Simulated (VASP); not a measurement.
# LiBeF3 (Pm-3m) in VASP: single point with PBE

Aim: the single point of LiBeF3 with PBE.

All numbers are computed with VASP 6.6.1; they aren't measurements. Logs are shortened: lines on timing, memory, paths and dates and some standing lists are left out, and cuts for length are marked.

## Step 1: The cell of the first run

It takes space group Pm-3m (No. 221, cubic). Conventional cell: a = 3.250 Å, b = 3.250 Å, c = 3.250 Å, α = 90.00°, β = 90.00°, γ = 90.00°. Li (site symmetry m-3m) has 6 F at 1.62 Å within 2.2 Å. Within 3.0 Å of Be (site symmetry m-3m) lie 12 F at 2.30 Å and 8 Li at 2.81 Å. F (site symmetry 4/mmm) has 2 Li at 1.62 Å within 2.2 Å.

## Step 2: Single point, PBE

Contents of INCAR:

```
SYSTEM = LiBeF3
PREC = Accurate ; ENCUT = 520
EDIFF = 1E-7 ; ISMEAR = 0
SIGMA = 0.1 ; LREAL = .FALSE.
LASPH = .TRUE. ; NELM = 80
ALGO = Normal ; ISIF = 2
LWAVE = .FALSE. ; LCHARG = .FALSE.
GGA = PE ; NBANDS = 21
```

Contents of KPOINTS:

```
regular mesh
0
G
  6 6 6
  0 0 0
```

Contents of POSCAR:

```
LiBeF3
1.0
    3.2498404491      0.0000000000      0.0000000000
    0.0000000000      3.2498404491      0.0000000000
    0.0000000000      0.0000000000      3.2498404491
Li Be F
1 1 3
Direct
    0.5000000000      0.5000000000      0.5000000000
    0.0000000000      0.0000000000      0.0000000000
    0.0000000000      0.5000000000      0.5000000000
    0.5000000000      0.5000000000      0.0000000000
    0.5000000000      0.0000000000      0.5000000000
```

Potentials or basis: VASP PAW PBE potentials, release 64 (Li_sv, Be, F).

Started as:

```
$ cat potpaw_PBE.64/Li_sv/POTCAR potpaw_PBE.64/Be/POTCAR potpaw_PBE.64/F/POTCAR > POTCAR
$ mpirun -np 1 vasp_std > vasp.out
```

OUTCAR:

```text
SYSTEM = LiBeF3
   PREC = Accurate
   ENCUT = 520
   EDIFF = 1E-7
   ISMEAR = 0
   LREAL = .FALSE.
   LASPH = .TRUE.
   NELM = 80
   ISIF = 2
   GGA = PE

 ion  position               nearest neighbor table
   1  0.500  0.500  0.500-   3 1.62   4 1.62   5 1.62   4 1.62   5 1.62   3 1.62
   2  0.000  0.000  0.000-
   3  0.000  0.500  0.500-   1 1.62   1 1.62
   4  0.500  0.500  0.000-   1 1.62   1 1.62
   5  0.500  0.000  0.500-   1 1.62   1 1.62

  LATTYP: Found a simple cubic cell.
 ALAT       =     3.2498404491

  Lattice vectors:

 A1 = (   3.2498404491,   0.0000000000,   0.0000000000)
 A2 = (   0.0000000000,   3.2498404491,   0.0000000000)
 A3 = (   0.0000000000,   0.0000000000,   3.2498404491)

Analysis of symmetry for initial positions (statically):
=====================================================================
 Subroutine PRICEL returns:
 Original cell was already a primitive cell.

 Routine SETGRP: Setting up the symmetry group for a
 simple cubic supercell.

 Subroutine GETGRP returns: Found 48 space group operations
 (whereof 48 operations were pure point group operations)
 out of a pool of 48 trial point group operations.

The static configuration has the point symmetry O_h .

Analysis of symmetry for dynamics (positions and initial velocities):
=====================================================================
 Subroutine PRICEL returns:
 Original cell was already a primitive cell.

 Routine SETGRP: Setting up the symmetry group for a
 simple cubic supercell.

 Subroutine GETGRP returns: Found 48 space group operations
 (whereof 48 operations were pure point group operations)
 out of a pool of 48 trial point group operations.

The dynamic configuration has the point symmetry O_h .

 Subroutine INISYM returns: Found 48 space group operations
 (whereof 48 operations are pure point group operations),
 and found     1 'primitive' translations

----------------------------------------------------------------------------------------

                                     Primitive cell

  volume of cell :      34.3231

  direct lattice vectors                    reciprocal lattice vectors
     3.249840449  0.000000000  0.000000000     0.307707414  0.000000000  0.000000000
     0.000000000  3.249840449  0.000000000     0.000000000  0.307707414  0.000000000
     0.000000000  0.000000000  3.249840449     0.000000000  0.000000000  0.307707414

  length of vectors
     3.249840449  3.249840449  3.249840449     0.307707414  0.307707414  0.307707414

  position of ions in fractional coordinates (direct lattice)
     0.500000000  0.500000000  0.500000000
     0.000000000  0.000000000  0.000000000
     0.000000000  0.500000000  0.500000000
     0.500000000  0.500000000  0.000000000
     0.500000000  0.000000000  0.500000000

  ion indices of the primitive-cell ions
   primitive index   ion index
                 1           1
                 2           2
                 3           3
                 4           4
                 5           5

----------------------------------------------------------------------------------------

 KPOINTS: regular mesh

Automatic generation of k-mesh.
 Grid dimensions read from file:
 generate k-points for:    6    6    6

 Generating k-lattice:

  Cartesian coordinates                     Fractional coordinates (reciprocal lattice)
     0.051284569  0.000000000  0.000000000     0.166666667  0.000000000  0.000000000
     0.000000000  0.051284569  0.000000000     0.000000000  0.166666667  0.000000000
     0.000000000  0.000000000  0.051284569     0.000000000  0.000000000  0.166666667

  Length of vectors
     0.051284569  0.051284569  0.051284569

  Shift w.r.t. Gamma in fractional coordinates (k-lattice)
     0.000000000  0.000000000  0.000000000

 Subroutine IBZKPT returns following result:
 ===========================================

 Found     20 irreducible k-points:

 Following reciprocal coordinates:
            Coordinates               Weight
  0.000000  0.000000  0.000000      1.000000
  0.166667  0.000000  0.000000      6.000000
  0.333333  0.000000  0.000000      6.000000
  0.500000  0.000000  0.000000      3.000000
  0.166667  0.166667  0.000000     12.000000
  0.333333  0.166667  0.000000     24.000000
[... 12 lines left out ...]
  0.500000  0.500000  0.333333      6.000000
  0.500000  0.500000  0.500000      1.000000
   k-points           NKPTS =     20   k-points in BZ     NKDIM =     20   number of bands    NBANDS=     21
   number of dos      NEDOS =    301   number of ions     NIONS =      5
   total plane-waves  NPLWV =  13824
   dimension x,y,z NGX =    24 NGY =   24 NGZ =   24
   dimension x,y,z NGXF=    48 NGYF=   48 NGZF=   48
   ions per type =               1   1   3
   NGX,Y,Z   is equivalent  to a cutoff of  12.28, 12.28, 12.28 a.u.
   NGXF,Y,Z  is equivalent  to a cutoff of  24.55, 24.55, 24.55 a.u.
 SYSTEM =  LiBeF3
   PREC   = accura    normal or accurate (medium, high low for compatibility)
   ISTART =      0    job   : 0-new  1-cont  2-samecut
   ICHARG =      2    charge: 1-file 2-atom 10-const
   ISPIN  =      1    spin polarized calculation?
   LNONCOLLINEAR =      F non collinear calculations
   LSORBIT =      F    spin-orbit coupling
   LASPH  =      T    aspherical Exc in radial PAW
   ENCUT  =  520.0 eV  38.22 Ry    6.18 a.u.   6.04  6.04  6.04*2*pi/ulx,y,z
   NELM   =     80;   NELMIN=  2; NELMDL= -5     # of ELM steps
   EDIFF  = 0.1E-06   stopping-criterion for ELM
   LREAL  =      F    real-space projection
   EDIFFG = 0.1E-05   stopping-criterion for IOM
   NSW    =      0    number of steps for IOM
   IBRION =     -1    ionic relax: 0-MD 1-quasi-New 2-CG
   NFREE  =      0    steps in history (QN), initial steepest desc. (CG)
   ISIF   =      2    stress and relaxation
   ISYM   =      2    0-nonsym 1-usesym 2-fastsym
   POTIM  = 0.5000    time-step for ionic-motion
   TEBEG  =    0.0;   TEEND  =   0.0 temperature during run
   PSTRESS=    0.0 pullay stress
   NELECT =      26.0000    total number of electrons
   NUPDOWN=      -1.0000    fix difference up-down
   EMIN   =  10.00;   EMAX   =-10.00  energy-range for DOS
   EFERMI =   0.00;   METHOD = LEGACY
   ISMEAR =     0;   SIGMA  =   0.10  broadening in eV -4-tet -1-fermi 0-gaus
   EFERMI_NEDOS =   21; number of points for ismear=-14 and -15
   IALGO  =     38    algorithm
   IMIX   =      4    mixing-type and parameters
     AMIX     =   0.40;   BMIX     =  1.00
     AMIX_MAG =   1.60;   BMIX_MAG =  1.00
  volume/ion in A,a.u.               =       6.86        46.32
  Fermi-wavevector in a.u.,A,eV,Ry     =   1.492350  2.820132 30.301635  2.227107
  Thomas-Fermi vector in A             =   2.604889
   LORBIT       =      0    0 simple, 1 ext, 2 COOP (PROOUT), +10 PAW based schemes
   GGA     = PE    functional components
   LHFCALC =     F    Hartree Fock is set to
   AEXX    =    0.0000 exact exchange contribution
   IVDW    =     0    specifies the selected vdW correction
   LEPSILON=     F    determine dielectric tensor
   LRPA    =     F    only Hartree local field effects (RPA)
 non-spin polarized calculation
 Gauss-broadening in eV      SIGMA  =   0.10
  energy-cutoff  :      520.00
  volume of cell :       34.32
 maximum number of plane-waves:       952
   NGX = 13   NGY = 13   NGZ = 13

 number of electron      25.9999959 magnetization

 Free energy of the ion-electron system (eV)
  ---------------------------------------------------
  ext. energy  EPLUGINS =         0.00000000
  ---------------------------------------------------
  free energy    TOTEN  =       -18.88507960 eV

  energy without entropy =      -18.88507960  energy(sigma->0) =      -18.88507960

 E-fermi :   3.3604     XC(G=0): -11.3525

 val. band max:        2.7126283624   @ k =   0.5000   0.5000   0.5000
 cond. band min:       5.2776437898   @ k =   0.0000   0.0000   0.0000
 fundamental gap:      2.5650154275
 Fermi energy:         3.3603729247

 k-point     1 :       0.0000    0.0000    0.0000
  band No.  band energies     occupation
      1     -37.4126      2.00000
      2     -19.6664      2.00000
      3     -17.4003      2.00000
      4     -17.4003      2.00000
      5      -2.6628      2.00000
      6      -2.6628      2.00000
[... 13 lines left out ...]
     20      23.1269      0.00000
     21      23.1269      0.00000

 k-point     2 :       0.1667    0.0000    0.0000
  band No.  band energies     occupation
      1     -37.4052      2.00000
      2     -19.5615      2.00000
      3     -17.6161      2.00000
      4     -17.3856      2.00000
      5      -2.4642      2.00000
      6      -2.4642      2.00000
[... 13 lines left out ...]
     20      23.5184      0.00000
     21      23.7343      0.00000

 k-point     3 :       0.3333    0.0000    0.0000
  band No.  band energies     occupation
      1     -37.3903      2.00000
      2     -19.2600      2.00000
      3     -18.1312      2.00000
      4     -17.3553      2.00000
      5      -1.9452      2.00000
      6      -1.9452      2.00000
[... 13 lines left out ...]
     20      24.7481      0.00000
     21      24.7482      0.00000
[... 361 lines left out ...]
 k-point    19 :       0.5000    0.5000    0.3333
  band No.  band energies     occupation
      1     -37.3339      2.00000
      2     -18.3701      2.00000
      3     -18.3701      2.00000
      4     -18.2757      2.00000
      5      -3.0348      2.00000
      6      -2.5736      2.00000
[... 13 lines left out ...]
     20      20.5350      0.00000
     21      27.9822      0.00000

 k-point    20 :       0.5000    0.5000    0.5000
  band No.  band energies     occupation
      1     -37.3270      2.00000
      2     -18.3374      2.00000
      3     -18.3374      2.00000
      4     -18.3374      2.00000
      5      -2.9536      2.00000
      6      -2.9536      2.00000
[... 13 lines left out ...]
     20      19.7133      0.00000
     21      29.4032      0.00000

------------------------ aborting loop because EDIFF is reached ----------------------------------------

  FORCE on cell =-STRESS in cart. coord.  units (eV):
  Direction    XX          YY          ZZ          XY          YZ          ZX
  --------------------------------------------------------------------------------------
  -------------------------------------------------------------------------------------
  Total        8.8902900      8.8902900      8.8902900     -0.0000000      0.0000000     -0.0000000
  in kB      414.9926387    414.9926387    414.9926387     -0.0000000      0.0000000     -0.0000000
  external PRESSURE =     414.9926387 kB  Pullay stress =       0.0000000 kB

 VOLUME and BASIS-vectors are now :
 -----------------------------------------------------------------------------
  energy-cutoff  :      520.00
  volume of cell :       34.32
      direct lattice vectors                 reciprocal lattice vectors
     3.249840449  0.000000000  0.000000000     0.307707414  0.000000000  0.000000000
     0.000000000  3.249840449  0.000000000     0.000000000  0.307707414  0.000000000
     0.000000000  0.000000000  3.249840449     0.000000000  0.000000000  0.307707414

 POSITION                                       TOTAL-FORCE (eV/Angst)
 -----------------------------------------------------------------------------------
      1.62492      1.62492      1.62492         0.000000      0.000000      0.000000
      0.00000      0.00000      0.00000         0.000000      0.000000      0.000000
      0.00000      1.62492      1.62492         0.000000      0.000000      0.000000
      1.62492      1.62492      0.00000         0.000000      0.000000      0.000000
      1.62492      0.00000      1.62492         0.000000      0.000000      0.000000
 -----------------------------------------------------------------------------------
    total drift:                                0.000000     -0.000000     -0.000000

  FREE ENERGIE OF THE ION-ELECTRON SYSTEM (eV)
  ---------------------------------------------------
  free  energy   TOTEN  =       -18.8850796044 eV

  energy  without entropy=      -18.8850796044  energy(sigma->0) =      -18.88507960
```

Run time: 4.8 s. Hardware: 1 thread of Intel Xeon 6975P-C (Granite Rapids), shared host; peak memory 0.13 GiB.

What came out:

- Free energy: -18.8851 eV
- Band gap on the k mesh: 2.56 eV, indirect (least direct gap 3.09 eV)

Levels at points of the mesh, in eV from the valence-band top:
```csv
k point,band 9,band 10,band 11,band 12,band 13,band 14,band 15,band 16,band 17,band 18
"(0.00, 0.00, 0.00)",-1.44,-1.44,-0.53,-0.53,-0.53,2.56,10.60,10.60,10.60,14.90
"(0.50, 0.00, 0.00)",-2.61,-2.09,-1.83,-0.70,-0.70,6.21,6.45,9.41,9.41,17.58
"(0.50, 0.50, 0.00)",-2.98,-2.29,-2.29,-0.34,-0.04,6.78,8.14,8.40,8.40,20.88
"(0.50, 0.50, 0.50)",-0.31,-0.31,0.00,0.00,0.00,3.99,9.93,9.93,9.93,17.00
```

Caveat: the cutoff is under 1.25 times the usual one of these potentials, so pressure, stress and relaxed cells hold a basis-set (Pulay) error.
